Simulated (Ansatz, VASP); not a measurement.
MgO: VASP beside Ansatz

```
Mg O
1.0
     0.00000    2.12721    2.12721
     2.12721    0.00000    2.12721
     2.12721    2.12721    0.00000
Mg O
1 1
Direct
  0.00000 0.00000 0.00000
  0.50000 0.50000 0.50000
```

Alike in both runs: functional PBE; k mesh 8 × 8 × 8; occupations gaussian, width 0.02 eV; no spin polarisation.

Ansatz relaxed the structure, and its values are those at the end. VASP's run is a single point on that final structure, the one shown.

|  | VASP | Ansatz |
| --- | --- | --- |
| version | VASP 6.6.1 | Ansatz 0.2.0 |
| potentials or method | VASP PAW PBE potentials, release 64 (Mg, O), cutoff 600 eV | scalar-relativistic, plane waves, PAW |
| valence electrons in the cell | 8 | 16 |

Ansatz gave:

| Item | Value |
| --- | --- |
| gap on the k mesh at the Fermi level (eV) | 4.46 |
| least direct gap on the mesh (eV) | 4.46 |
| pressure (GPa) | 0.0 |

What did VASP give for the same quantities?

gap on the k mesh at the Fermi level (eV): 4.44; least direct gap on the mesh (eV): 4.44; pressure (GPa): -1.1.

VASP's potentials hold 8 valence electrons a cell and Ansatz's 16, so a difference there can come from the potentials and not from the codes.
